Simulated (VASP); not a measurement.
# YN (Fm-3m) in VASP: further runs

Runs on YN. Level: PBE+D3(BJ). Tasks: single point.

Program: VASP 6.6.1. These are calculated values, not measurements. Logs are shortened: lines on timing, memory, paths and dates and some standing lists are left out, and cuts for length are marked.

## (1) The cell of the first run

Symmetry: Fm-3m, No. 225, cubic system. Conventional cell: a = 4.897 Å, b = 4.897 Å, c = 4.897 Å, α = 90.00°, β = 90.00°, γ = 90.00°. Within 3.2 Å of Y (site symmetry m-3m) lie 6 N at 2.45 Å. N (site symmetry m-3m) has 6 Y at 2.45 Å within 3.2 Å.

## (2) Single point, PBE+D3(BJ)

Input file INCAR:

```
SYSTEM = YN
ALGO     = Normal         ! electronic algorithm
EDIFF    = 1E-6           ! SCF threshold, eV
ENCUT    = 600            ! plane-wave cutoff, eV
GGA      = PE             ! functional
GGA_COMPAT= .False.      
ISIF     = 2              ! what is computed and relaxed
ISMEAR   = 0              ! smearing method
IVDW     = 12             ! dispersion correction
LASPH    = .True.         ! aspherical terms in the spheres
LCHARG   = .True.         ! write CHGCAR
LELF     = .True.         ! ELF
LREAL    = .False.        ! projectors in reciprocal space
LVHAR    = .True.       
LWAVE    = .False.        ! write WAVECAR
NBANDS   = 15             ! bands
NELM     = 120            ! most SCF steps
PREC     = Accurate       ! precision mode
SIGMA    = 0.1            ! smearing width, eV
```

Input file KPOINTS:

```
k-points
0
Gamma
  6 6 6
  0 0 0
```

Input file POSCAR:

```
YN
1.0
    0.0000000000      2.4483614500      2.4483614500
    2.4483614500      0.0000000000      2.4483614500
    2.4483614500      2.4483614500      0.0000000000
Y N
1 1
Direct
    0.0000000000      0.0000000000      0.0000000000
    0.5000000000      0.5000000000      0.5000000000
```

Potentials or basis: VASP PAW PBE potentials, release 64 (Y_sv, N).

The run is started by

```bash
$ cat potpaw_PBE.64/Y_sv/POTCAR potpaw_PBE.64/N/POTCAR > POTCAR
$ mpirun -np 1 vasp_std > vasp.out
```

OUTCAR:

```text
SYSTEM = YN
   EDIFF = 1E-6
   ENCUT = 600
   GGA = PE
   ISIF = 2
   ISMEAR = 0
   IVDW = 12
   LASPH = .True.
   LREAL = .False.
   NELM = 120
   PREC = Accurate
 IVDW          = 12

 ion  position               nearest neighbor table
   1  0.000  0.000  0.000-   2 2.45   2 2.45   2 2.45   2 2.45   2 2.45   2 2.45
   2  0.500  0.500  0.500-   1 2.45   1 2.45   1 2.45   1 2.45   1 2.45   1 2.45

  LATTYP: Found a face centered cubic cell.
 ALAT       =     4.8967229000

  Lattice vectors:

 A1 = (   0.0000000000,   2.4483614500,   2.4483614500)
 A2 = (   2.4483614500,   0.0000000000,   2.4483614500)
 A3 = (   2.4483614500,   2.4483614500,   0.0000000000)

Analysis of symmetry for initial positions (statically):
=====================================================================
 Subroutine PRICEL returns:
 Original cell was already a primitive cell.

 Routine SETGRP: Setting up the symmetry group for a
 face centered cubic supercell.

 Subroutine GETGRP returns: Found 48 space group operations
 (whereof 48 operations were pure point group operations)
 out of a pool of 48 trial point group operations.

The static configuration has the point symmetry O_h .

Analysis of symmetry for dynamics (positions and initial velocities):
=====================================================================
 Subroutine PRICEL returns:
 Original cell was already a primitive cell.

 Routine SETGRP: Setting up the symmetry group for a
 face centered cubic supercell.

 Subroutine GETGRP returns: Found 48 space group operations
 (whereof 48 operations were pure point group operations)
 out of a pool of 48 trial point group operations.

The dynamic configuration has the point symmetry O_h .

 Subroutine INISYM returns: Found 48 space group operations
 (whereof 48 operations are pure point group operations),
 and found     1 'primitive' translations

----------------------------------------------------------------------------------------

                                     Primitive cell

  volume of cell :      29.3533

  direct lattice vectors                    reciprocal lattice vectors
     0.000000000  2.448361450  2.448361450    -0.204218213  0.204218213  0.204218213
     2.448361450  0.000000000  2.448361450     0.204218213 -0.204218213  0.204218213
     2.448361450  2.448361450  0.000000000     0.204218213  0.204218213 -0.204218213

  length of vectors
     3.462505968  3.462505968  3.462505968     0.353716321  0.353716321  0.353716321

  position of ions in fractional coordinates (direct lattice)
     0.000000000  0.000000000  0.000000000
     0.500000000  0.500000000  0.500000000

  ion indices of the primitive-cell ions
   primitive index   ion index
                 1           1
                 2           2

----------------------------------------------------------------------------------------

 KPOINTS: k-points

Automatic generation of k-mesh.
 Grid dimensions read from file:
 generate k-points for:    6    6    6

 Generating k-lattice:

  Cartesian coordinates                     Fractional coordinates (reciprocal lattice)
    -0.034036369  0.034036369  0.034036369     0.166666667  0.000000000  0.000000000
     0.034036369 -0.034036369  0.034036369     0.000000000  0.166666667  0.000000000
     0.034036369  0.034036369 -0.034036369     0.000000000  0.000000000  0.166666667

  Length of vectors
     0.058952720  0.058952720  0.058952720

  Shift w.r.t. Gamma in fractional coordinates (k-lattice)
     0.000000000  0.000000000  0.000000000

 Subroutine IBZKPT returns following result:
 ===========================================

 Found     16 irreducible k-points:

 Following reciprocal coordinates:
            Coordinates               Weight
  0.000000  0.000000  0.000000      1.000000
  0.166667  0.000000  0.000000      8.000000
  0.333333  0.000000  0.000000      8.000000
  0.500000  0.000000  0.000000      4.000000
  0.166667  0.166667  0.000000      6.000000
  0.333333  0.166667  0.000000     24.000000
[... 8 lines left out ...]
 -0.333333  0.333333  0.166667     24.000000
 -0.333333  0.500000  0.166667     12.000000
   k-points           NKPTS =     16   k-points in BZ     NKDIM =     16   number of bands    NBANDS=     15
   number of dos      NEDOS =    301   number of ions     NIONS =      2
   total plane-waves  NPLWV =  21952
   dimension x,y,z NGX =    28 NGY =   28 NGZ =   28
   dimension x,y,z NGXF=    56 NGYF=   56 NGZF=   56
   ions per type =               1   1
   NGX,Y,Z   is equivalent  to a cutoff of  13.44, 13.44, 13.44 a.u.
   NGXF,Y,Z  is equivalent  to a cutoff of  26.89, 26.89, 26.89 a.u.
 SYSTEM =  YN
   PREC   = accura    normal or accurate (medium, high low for compatibility)
   ISTART =      0    job   : 0-new  1-cont  2-samecut
   ICHARG =      2    charge: 1-file 2-atom 10-const
   ISPIN  =      1    spin polarized calculation?
   LNONCOLLINEAR =      F non collinear calculations
   LSORBIT =      F    spin-orbit coupling
   LASPH  =      T    aspherical Exc in radial PAW
   ENCUT  =  600.0 eV  44.10 Ry    6.64 a.u.   6.92  6.92  6.92*2*pi/ulx,y,z
   NELM   =    120;   NELMIN=  2; NELMDL= -5     # of ELM steps
   EDIFF  = 0.1E-05   stopping-criterion for ELM
   LREAL  =      F    real-space projection
   EDIFFG = 0.1E-04   stopping-criterion for IOM
   NSW    =      0    number of steps for IOM
   IBRION =     -1    ionic relax: 0-MD 1-quasi-New 2-CG
   NFREE  =      0    steps in history (QN), initial steepest desc. (CG)
   ISIF   =      2    stress and relaxation
   ISYM   =      2    0-nonsym 1-usesym 2-fastsym
   POTIM  = 0.5000    time-step for ionic-motion
   TEBEG  =    0.0;   TEEND  =   0.0 temperature during run
   PSTRESS=    0.0 pullay stress
   NELECT =      16.0000    total number of electrons
   NUPDOWN=      -1.0000    fix difference up-down
   EMIN   =  10.00;   EMAX   =-10.00  energy-range for DOS
   EFERMI =   0.00;   METHOD = LEGACY
   ISMEAR =     0;   SIGMA  =   0.10  broadening in eV -4-tet -1-fermi 0-gaus
   EFERMI_NEDOS =   21; number of points for ismear=-14 and -15
   IALGO  =     38    algorithm
   IMIX   =      4    mixing-type and parameters
     AMIX     =   0.40;   BMIX     =  1.00
     AMIX_MAG =   1.60;   BMIX_MAG =  1.00
  volume/ion in A,a.u.               =      14.68        99.04
  Fermi-wavevector in a.u.,A,eV,Ry     =   1.337301  2.527133 24.332319  1.788375
  Thomas-Fermi vector in A             =   2.465861
   LORBIT       =      0    0 simple, 1 ext, 2 COOP (PROOUT), +10 PAW based schemes
   GGA     = PE    functional components
   LHFCALC =     F    Hartree Fock is set to
   AEXX    =    0.0000 exact exchange contribution
   IVDW    =    12    specifies the selected vdW correction
   LEPSILON=     F    determine dielectric tensor
   LRPA    =     F    only Hartree local field effects (RPA)
 non-spin polarized calculation
 Gauss-broadening in eV      SIGMA  =   0.10
  energy-cutoff  :      600.00
  volume of cell :       29.35
 maximum number of plane-waves:      1002
   NGX = 13   NGY = 13   NGZ = 13

 number of electron      16.0000002 magnetization

 Free energy of the ion-electron system (eV)
  ---------------------------------------------------
  ext. energy  EPLUGINS =         0.00000000
  ---------------------------------------------------
  free energy    TOTEN  =       -18.22164468 eV

  energy without entropy =      -18.22098209  energy(sigma->0) =      -18.22131338

 E-fermi :   4.2286     XC(G=0): -11.2219

 val. band max:        4.1358510768   @ k =   0.0000   0.0000   0.0000
 cond. band min:       4.3214172185   @ k =   0.5000   0.5000   0.0000
 fundamental gap:      0.1855661417
 Fermi energy:         4.2286339425

 k-point     1 :       0.0000    0.0000    0.0000
  band No.  band energies     occupation
      1     -36.7302      2.00000
      2     -16.3771      2.00000
      3     -16.3771      2.00000
      4     -16.3771      2.00000
      5      -8.7675      2.00000
      6       4.1359      1.81053
      7       4.1359      1.81053
      8       4.1359      1.81053
      9       7.2573      0.00000
     10       7.2573      0.00000
     11       7.2573      0.00000
     12       8.2388      0.00000
     13       9.2245      0.00000
     14       9.2245      0.00000
     15      14.9450      0.00000

 k-point     2 :       0.1667    0.0000    0.0000
  band No.  band energies     occupation
      1     -36.7013      2.00000
      2     -16.6853      2.00000
      3     -16.3981      2.00000
      4     -16.3981      2.00000
      5      -8.3232      2.00000
      6       2.7212      2.00000
      7       3.3497      2.00000
      8       3.3497      2.00000
      9       7.4520      0.00000
     10       7.8954      0.00000
     11       7.8954      0.00000
     12       9.6108      0.00000
     13      10.4818      0.00000
     14      10.4818      0.00000
     15      16.5633      0.00000

 k-point     3 :       0.3333    0.0000    0.0000
  band No.  band energies     occupation
      1     -36.6429      2.00000
      2     -17.2322      2.00000
      3     -16.4394      2.00000
      4     -16.4394      2.00000
      5      -7.4606      2.00000
      6       0.8480      2.00000
      7       2.3026      2.00000
      8       2.3026      2.00000
      9       8.3754      0.00000
     10       9.4071      0.00000
     11       9.4071      0.00000
     12      11.3038      0.00000
     13      12.8123      0.00000
     14      12.8123      0.00000
     15      17.9945      0.00000
[... 199 lines left out ...]
 k-point    15 :      -0.3333    0.3333    0.1667
  band No.  band energies     occupation
      1     -36.5854      2.00000
      2     -17.1651      2.00000
      3     -16.8388      2.00000
      4     -16.6241      2.00000
      5      -7.6489      2.00000
      6       1.4205      2.00000
      7       2.4436      2.00000
      8       2.4711      2.00000
      9       8.3069      0.00000
     10       8.5065      0.00000
     11      11.4044      0.00000
     12      11.8188      0.00000
     13      13.3122      0.00000
     14      16.0325      0.00000
     15      16.4614      0.00000

 k-point    16 :      -0.3333    0.5000    0.1667
  band No.  band energies     occupation
      1     -36.5762      2.00000
      2     -17.0850      2.00000
      3     -16.8291      2.00000
      4     -16.7590      2.00000
      5      -7.9705      2.00000
      6       2.3783      2.00000
      7       2.5585      2.00000
      8       2.7851      2.00000
      9       6.5285      0.00000
     10       9.7738      0.00000
     11      11.3204      0.00000
     12      12.0017      0.00000
     13      12.6283      0.00000
     14      15.8557      0.00000
     15      16.1513      0.00000

------------------------ aborting loop because EDIFF is reached ----------------------------------------

 Edisp (eV)   -0.64376

 E8    (eV) :    -0.2994

  FORCE on cell =-STRESS in cart. coord.  units (eV):
  Direction    XX          YY          ZZ          XY          YZ          ZX
  --------------------------------------------------------------------------------------
  -------------------------------------------------------------------------------------
  Total      -0.52696    -0.52696    -0.52696     0.00000     0.00000     0.00000
  in kB     -28.76266   -28.76266   -28.76266     0.00000     0.00000     0.00000
  external pressure =      -28.76 kB  Pullay stress =        0.00 kB

 VOLUME and BASIS-vectors are now :
 -----------------------------------------------------------------------------
  energy-cutoff  :      600.00
  volume of cell :       29.35
      direct lattice vectors                 reciprocal lattice vectors
     0.000000000  2.448361450  2.448361450    -0.204218213  0.204218213  0.204218213
     2.448361450  0.000000000  2.448361450     0.204218213 -0.204218213  0.204218213
     2.448361450  2.448361450  0.000000000     0.204218213  0.204218213 -0.204218213

 POSITION                                       TOTAL-FORCE (eV/Angst)
 -----------------------------------------------------------------------------------
      0.00000      0.00000      0.00000         0.000000      0.000000     -0.000000
      2.44836      2.44836      2.44836         0.000000      0.000000      0.000000
 -----------------------------------------------------------------------------------
    total drift:                                0.000000      0.000000      0.000000

  FREE ENERGIE OF THE ION-ELECTRON SYSTEM (eV)
  ---------------------------------------------------
  free  energy   TOTEN  =       -18.8654066147 eV

  energy  without entropy=      -18.8647440171  energy(sigma->0) =      -18.86507532
```

Wall time 34 s (1 thread of Intel Xeon 8259CL, shared host); peak memory 0.18 GiB.

Results:

* Free energy: -18.8654 eV
* Pressure: -2.9 GPa
* Band gap on the k mesh: 0.19 eV (least direct gap 0.58 eV)
* Dispersion energy per atom: -0.322 eV

Caveat: semilocal functionals underestimate gaps, and a narrow one can read as zero.

## (3) Single point, PBE+D3(BJ)

This run uses another cell than the first one, of 14.43 Å³/atom.

Input file INCAR:

```
SYSTEM = YN
PREC     = Accurate       ! precision mode
ENCUT    = 600            ! plane-wave cutoff, eV
EDIFF    = 1E-6           ! SCF threshold, eV
ISMEAR   = 0              ! smearing method
SIGMA    = 0.01           ! smearing width, eV
LREAL    = .FALSE.        ! projectors in reciprocal space
LASPH    = .TRUE.         ! aspherical terms in the spheres
NELM     = 120            ! most SCF steps
ALGO     = Normal         ! electronic algorithm
ISIF     = 2              ! what is computed and relaxed
LWAVE    = .FALSE.        ! write WAVECAR
LCHARG   = .FALSE.        ! write CHGCAR
GGA      = PE             ! functional
IVDW     = 12             ! dispersion correction
NBANDS   = 15             ! bands
GGA_COMPAT= .FALSE.
```

Input file KPOINTS:

```
regular mesh
0
G
  12 12 12
  0 0 0
```

Input file POSCAR:

```
YN
1.0
    0.0000000000      2.4344164636      2.4344164636
    2.4344164636      0.0000000000      2.4344164636
    2.4344164636      2.4344164636      0.0000000000
Y N
1 1
Direct
    0.0000000000      0.0000000000      0.0000000000
    0.5000000000      0.5000000000      0.5000000000
```

Potentials or basis: VASP PAW PBE potentials, release 64 (Y_sv, N).

The run is started by

```bash
$ cat potpaw_PBE.64/Y_sv/POTCAR potpaw_PBE.64/N/POTCAR > POTCAR
$ mpirun -np 1 vasp_std > vasp.out
```

Wall time 94 s (1 thread of Intel Xeon 8259CL, shared host); peak memory 0.21 GiB.

The run converged. Its results:

```
Free energy                : -18.8788 eV
Pressure                   : -0.3 GPa
Band gap on the k mesh     : 0.17 eV (least direct gap 0.55 eV)
Dispersion energy per atom : -0.328 eV
```

Levels at points of the mesh, in eV from the valence-band top:
```
           k point  band 6  band 7  band 8  band 9  band 10  band 11
(0.00, 0.00, 0.00)    0.00    0.00    0.00    3.16     3.16     3.16
(0.50, 0.00, 0.00)   -4.11   -2.28   -2.28    5.76     6.45     6.45
(0.50, 0.50, 0.00)   -1.47   -0.38   -0.38    0.17     6.93     7.35
```

Caveat: semilocal functionals underestimate gaps, and a narrow one can read as zero.
